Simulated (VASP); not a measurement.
The system is In3B2As.

```
CELL_PARAMETERS angstrom
4.53369 0.00000 0.00000
-2.26685 3.92629 0.00000
0.00000 0.00000 6.54132
ATOMIC_POSITIONS crystal
In 0.33333 0.66667 0.00000
In 0.66667 0.33333 0.00000
In 0.00000 0.00000 0.50000
B 0.33333 0.66667 0.50000
B 0.66667 0.33333 0.50000
As 0.00000 0.00000 0.00000
```

| Quantity | Value |
| --- | --- |
| Program | VASP 6.6.1 |
| Task | relaxation of cell and atoms |
| Functional | PBE |
| Potentials or basis | VASP PAW PBE potentials, release 64 (In_d, B, As) |
| Cutoff | 600 eV |
| k mesh | 6 × 6 × 4 |
| Occupations | gaussian, width 0.1 eV |
| Spin | no spin polarisation |

At the start: pressure 12.6 GPa; volume 19.41 Å³/atom.

How do energy, volume and symmetry change on relaxing?

Over 10 steps the energy falls by 465.3 meV/atom; space group P6/mmm (No. 191, to 0.05 Å).

The path:
```tsv
step	energy change (eV)	largest force (eV/Å)	pressure (GPa)	volume (Å³)
1	0.0000	0.0000	12.56	116.44
2	-1.5790	0.0000	-6.04	142.51
3	-1.6117	0.0000	-4.11	137.04
4	-2.1738	0.0000	-3.95	128.69
5	-2.7610	0.0000	-1.11	118.05
6	-2.7414	0.0000	2.66	112.78
7	-2.7906	0.0000	0.27	115.82
8	-2.7901	0.0000	0.57	115.38
9	-2.7917	0.0000	-0.21	116.84
10	-2.7920	0.0000	0.00	116.44
```

Final structure:
```
In B As
1.0
     5.07309    0.00000    0.00000
    -2.53655    4.39342    0.00000
     0.00000    0.00000    5.22415
In B As
3 2 1
Direct
  0.33333 0.66667 0.00000
  0.66667 0.33333 0.00000
  0.00000 0.00000 0.50000
  0.33333 0.66667 0.50000
  0.66667 0.33333 0.50000
  0.00000 0.00000 0.00000
```
